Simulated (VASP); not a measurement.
Input of a VASP 6.6.1 run:

The input INCAR:

```
  PREC = Accurate
  ENCUT = 600
  EDIFF = 1E-7
  ISMEAR = 0
  SIGMA = 0.1
  LREAL = F
  LASPH = T
  NELM = 120
  ALGO = Normal
  ISIF = 3
  LWAVE = F
  LCHARG = F
  GGA = PE
  IBRION = 2
  NSW = 100
  EDIFFG = -0.05
  GGA_COMPAT = F
  NELMIN = 4
```

Contents of KPOINTS:

```
regular mesh
0
Gamma
  10 10 10
```

POSCAR

```
Os
1.0
   -1.5182944859      1.5182944859      1.5182944859
    1.5182944859     -1.5182944859      1.5182944859
    1.5182944859      1.5182944859     -1.5182944859
Os
1
Direct
    0.0000000000      0.0000000000      0.0000000000
```

Potentials or basis: VASP PAW PBE potentials, release 64 (Os).

Launch:

```sh
$ cat potpaw_PBE.64/Os/POTCAR > POTCAR
$ mpirun -np 1 vasp_std > vasp.out
```

Predict the space group after relaxing (to 0.1 Å).

Im-3m (No. 229).

Predict the relaxed cell.

a = 2.678 Å, b = 2.678 Å, c = 2.678 Å, α = 109.47°, β = 109.47°, γ = 109.47°.

Final structure:
```
Os
1.0
    -1.54617    1.54617    1.54617
     1.54617   -1.54617    1.54617
     1.54617    1.54617   -1.54617
Os
1
Direct
  0.00000 0.00000 0.00000
```
